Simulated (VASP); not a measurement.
Wanted: the native input for a VASP 6.6.1 run.

| Quantity | Value |
| --- | --- |
| Task | single point |
| Functional | PBE |
| Potentials or basis | VASP PAW PBE potentials, release 64 (Sr_sv, Ge_d, Mo_sv) |
| Cutoff | 520 eV |
| k mesh | 6 × 6 × 2 |
| Occupations | gaussian, width 0.1 eV |
| Spin | no spin polarisation |
| Dipole correction | no |
| Further INCAR settings | ALGO = Normal; EDIFF = 1e-07; NBANDS = 41 |

The structure of SrGe2Mo2 lies in POSCAR:

```
SrGe2Mo2
1.0
    4.1266087600      0.0000000000      0.0000000000
   -2.0633043800      3.5737480100      0.0000000000
    0.0000000000      0.0000000000      7.7659014000
Sr Ge Mo
1 2 2
Direct
    0.0000000000      0.0000000000      0.0000000000
    0.6666666700      0.3333333300      0.5000000000
    0.3333333300      0.6666666700      0.5000000000
    0.0000000000      0.0000000000      0.3154256400
    0.0000000000      0.0000000000      0.6845743600
```

The cell was generated, and may not be a known phase.

The input as run:

INCAR

```
PREC = Accurate
ENCUT = 520
EDIFF = 1E-7
ISMEAR = 0
SIGMA = 0.1
LREAL = False
LASPH = True
NELM = 80
ALGO = Normal
ISIF = 2
LWAVE = False
LCHARG = True
GGA = PE
LELF = True
LVHAR = True
NBANDS = 41
```

KPOINTS

```
regular mesh
0
Gamma
  6 6 2
```

Potentials or basis: VASP PAW PBE potentials, release 64 (Sr_sv, Ge_d, Mo_sv).

Launch:

```bash
$ cat potpaw_PBE.64/Sr_sv/POTCAR potpaw_PBE.64/Ge_d/POTCAR potpaw_PBE.64/Mo_sv/POTCAR > POTCAR
$ mpirun -np 1 vasp_std > vasp.out
```

Results of the run:

```json
{
  "Pressure": "5.3 GPa",
  "Largest force": "3.963 eV/Å",
  "Band gap on the k mesh": "zero (bands 33 and 34 overlap by 0.94 eV)"
}
```

Caveat: the k points lie up to 0.40 Å⁻¹ apart, too coarse for converged energies and pressures of a metal; forces of over 1 eV/Å act on the atoms, so gaps and moduli don't describe the material at rest.

Wall time 66 s on 1 thread of AMD EPYC 7R13 Processor (Zen 3) (shared host), peak memory 0.23 GiB.
